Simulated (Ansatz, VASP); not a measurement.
Two plane-wave programs on Y

```xyz
5
Lattice="4.3012 2.4833 2.9925 -4.3012 2.4833 2.9925 0.0000 -4.9666 2.9925" Properties=species:S:1:pos:R:3 pbc="T T T"
Y     0.0000    0.0000    2.8862
Y     0.0000    0.0000    6.0915
Y    -3.3360    0.8115    2.9925
Y     0.9653   -3.2948    2.9925
Y     2.3707    2.4833    2.9925
```

Alike in both runs: functional PBE; k mesh 3 × 3 × 3; occupations gaussian, width 0.1 eV; no spin polarisation.

Ansatz relaxed the structure, and its values are those at the end. VASP's run is a single point on that final structure, the one shown.

```csv
,VASP,Ansatz
version,VASP 6.6.1,Ansatz 0.2.0
potentials or method,"VASP PAW PBE potentials, release 64 (Y_sv), cutoff 520 eV","scalar-relativistic, plane waves, PAW"
valence electrons in the cell,55,55
```

```csv
,VASP,Ansatz,Ansatz less VASP
gap on the k mesh at the Fermi level (eV),none,none,-
pressure (GPa),0.0,0.1,+0.08
rms of the force components (eV/Å),0.020,0.018,-0.0018
```

A gap of «none» marks a metal or a gap that the smearing closes.

The k mesh is coarse, so the values compare programs but aren't converged.
